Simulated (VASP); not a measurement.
## Mg9O8 (a cell with a defect): single point with PBE

Mg9O8 (a cell with a defect):

```
CELL_PARAMETERS angstrom
0.00000 4.02600 4.02600
4.02600 0.00000 4.02600
4.02600 4.02600 0.00000
ATOMIC_POSITIONS crystal
Mg 0.99964 0.99841 0.99147
Mg 0.99269 0.99145 0.48988
Mg 0.96478 0.51145 0.01051
Mg 0.99938 0.49268 0.49771
Mg 0.51277 0.96356 0.01045
Mg 0.49383 0.99814 0.49774
Mg 0.54239 0.54116 0.03970
Mg 0.51274 0.51144 0.46227
Mg 0.40136 0.40015 0.89859
O 0.22370 0.22252 0.26837
O 0.25706 0.25580 0.75477
O 0.23163 0.75923 0.25813
O 0.22317 0.76958 0.72110
O 0.76044 0.23035 0.25814
O 0.77080 0.22197 0.72108
O 0.75353 0.75230 0.25130
O 0.76071 0.75948 0.72945
```

```json
{
 "Program": "VASP 6.6.1",
 "Task": "single point",
 "Functional": "PBE",
 "Potentials or basis": "VASP PAW PBE potentials, release 64 (Mg, O)",
 "Cutoff": "520 eV",
 "k mesh": "2 × 2 × 2",
 "Occupations": "gaussian, width 0.05 eV",
 "Spin": "no spin polarisation",
 "Dipole correction": "no",
 "Further INCAR settings": "LREAL = Auto; ALGO = Normal; EDIFF = 1e-06; NBANDS = 47"
}
```

- Pressure: 87.2 GPa
- Largest force: 0.203 eV/Å
- Band gap on the k mesh: zero (band 33 reaches 12.21 eV, above the bottom of band 34 at 12.05 eV)

Forces on the atoms (eV/Å):
```
Mg   0.006  0.007 -0.017
Mg  -0.005 -0.005 -0.007
Mg   0.007  0.019  0.021
Mg   0.003 -0.020  0.007
Mg   0.023  0.006  0.017
Mg  -0.022  0.005  0.010
Mg  -0.116 -0.117 -0.118
Mg   0.026  0.023  0.001
Mg   0.049  0.048  0.056
O    0.020  0.022 -0.021
O    0.010  0.006  0.005
O    0.027 -0.007 -0.011
O    0.021 -0.018  0.020
O   -0.008  0.030 -0.009
O   -0.018  0.021  0.020
O   -0.005 -0.005 -0.006
O   -0.018 -0.014  0.032
```

Stress tensor (GPa, compression positive):
```
87.20  4.29  4.28
 4.29 87.20  4.29
 4.28  4.29 87.07
```

Levels at points of the mesh, in eV from the Fermi level:
```tsv
k point	band 29	band 30	band 31	band 32	band 33	band 34	band 35	band 36	band 37	band 38
(0.00, 0.00, 0.00)	-7.91	-7.54	-7.54	-7.32	-2.01	-0.18	0.67	0.67	0.74	1.43
(0.50, 0.00, 0.00)	-8.01	-7.78	-7.71	-7.59	-0.48	0.27	1.00	1.92	1.93	2.79
(0.00, 0.50, 0.00)	-8.01	-7.78	-7.71	-7.59	-0.48	0.27	1.00	1.92	1.93	2.79
(0.00, 0.00, 0.50)	-8.01	-7.78	-7.71	-7.59	-0.48	0.26	1.00	1.92	1.93	2.80
(0.50, 0.50, 0.50)	-8.16	-8.16	-7.77	-7.77	-0.23	0.38	1.65	1.74	1.74	2.58
(0.50, 0.50, 0.00)	-8.28	-7.99	-7.96	-7.91	-0.02	1.01	1.65	2.11	2.41	3.15
(0.00, 0.50, 0.50)	-8.28	-7.99	-7.97	-7.91	-0.02	1.00	1.65	2.11	2.42	3.15
(0.50, 0.00, 0.50)	-8.28	-7.99	-7.97	-7.91	-0.02	1.00	1.65	2.11	2.41	3.15
```

It took 90 s on 1 thread of Intel(R) Xeon(R) Platinum 8375C CPU @ 2.90GHz (Ice Lake), with other jobs on the host, peak memory 0.26 GiB.

Caveat: the k points lie up to 0.68 Å⁻¹ apart.
